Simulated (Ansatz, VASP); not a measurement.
## WSe2: VASP beside Ansatz

```
W Se
1.0
     3.31794    0.00000    0.00000
    -1.65897    2.87342    0.00000
     0.00000    0.00000   16.65814
W Se
1 2
Direct
  0.00000 0.00000 0.00000
  0.33333 0.66667 0.09979
  0.33333 0.66667 0.90021
```

Alike in both runs: task single point; functional PBEsol; k mesh 12 × 12 × 2; occupations gaussian, width 0.05 eV; no spin polarisation.

|  | VASP | Ansatz |
| --- | --- | --- |
| version | VASP 6.6.1 | Ansatz 0.2.0 |
| potentials or method | VASP PAW PBE potentials, release 64 (W_sv, Se), cutoff 520 eV | scalar-relativistic, plane waves, PAW |
| valence electrons in the cell | 26 | 46 |

VASP gave:

| Quantity | Value |
| --- | --- |
| gap on the k mesh at the Fermi level (eV) | 1.52 |
| least direct gap on the mesh (eV) | 1.52 |
| rms of the force components (eV/Å) | 0.034 |

Q: Which values does Ansatz return?

A: gap on the k mesh at the Fermi level (eV): 1.52; least direct gap on the mesh (eV): 1.52; rms of the force components (eV/Å): 0.062.

VASP's potentials were made for PBE, not for PBEsol. Atom by atom the forces differ by 0.027 eV/Å (rms over components). VASP's potentials hold 26 valence electrons a cell and Ansatz's 46, so a difference there can come from the potentials and not from the codes.

Spin-orbit coupling is off throughout.
